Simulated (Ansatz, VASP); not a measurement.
## Two plane-wave programs on BiTe

INCAR

```
  PREC = Accurate
  ENCUT = 520
  EDIFF = 1E-6
  ISMEAR = 0
  SIGMA = 0.15
  LREAL = F
  LASPH = T
  NELM = 80
  ALGO = Normal
  ISIF = 2
  LWAVE = F
  LCHARG = F
  GGA = PS
  NBANDS = 18
```

KPOINTS

```
Automatic mesh
0
Gamma
  14 14 14
```

The input POSCAR:

```
BiTe
1.0
    0.0000000000      3.1864750000      3.1379500000
    3.1864750000      0.0000000000      3.1379500000
    3.1864750000      3.1864750000      0.0000000000
Bi Te
1 1
Direct
    0.0000000000      0.0000000000      0.0000000000
    0.5000000000      0.5000000000      0.5000000000
```

Input for Ansatz:

```yaml
crystal:
  lattice:
    - [0.0, 3.186475, 3.13795]
    - [3.186475, 0.0, 3.13795]
    - [3.186475, 3.186475, 0.0]
  atoms:
    - { symbol: Bi, position: [0.0, 0.0, 0.0] }
    - { symbol: Te, position: [0.5, 0.5, 0.5] }
basis:
  ecutwfc: 420
kpoints:
  mp_grid: { grid: [14, 14, 14] }
hamiltonian:
  xc: pbesol
scf:
  occupations: { method: gaussian, width: 0.15 }
output:
  forces: true
  stress: true
  eigenvalues: true
```

Change from the starting cell: strain -0.015 along x and y, -0.030 along z, atoms carried along.

Alike in both runs: task single point; functional PBEsol; k mesh 14 × 14 × 14; occupations gaussian, width 0.15 eV; no spin polarisation.

|  | VASP | Ansatz |
| --- | --- | --- |
| version | VASP 6.6.1 | Ansatz 0.2.0 |
| potentials or method | VASP PAW PBE potentials, release 64 (Bi_d, Te), cutoff 520 eV | scalar-relativistic, plane waves, PAW |
| valence electrons in the cell | 21 | 31 |

```csv
,VASP,Ansatz,Ansatz less VASP
gap on the k mesh at the Fermi level (eV),none,none,-
pressure (GPa),1.5,1.5,+0.01
"traceless stress, the component that is largest in VASP (GPa)",1.08,1.08,+0.001
```

VASP's potentials were made for PBE, not for PBEsol. A gap of «none» marks a metal or a gap that the smearing closes. With one functional, cell and mesh, what is left measures potentials, basis and numerics. VASP's potentials hold 21 valence electrons a cell and Ansatz's 31, so a difference there can come from the potentials and not from the codes.

Spin-orbit coupling is off throughout.
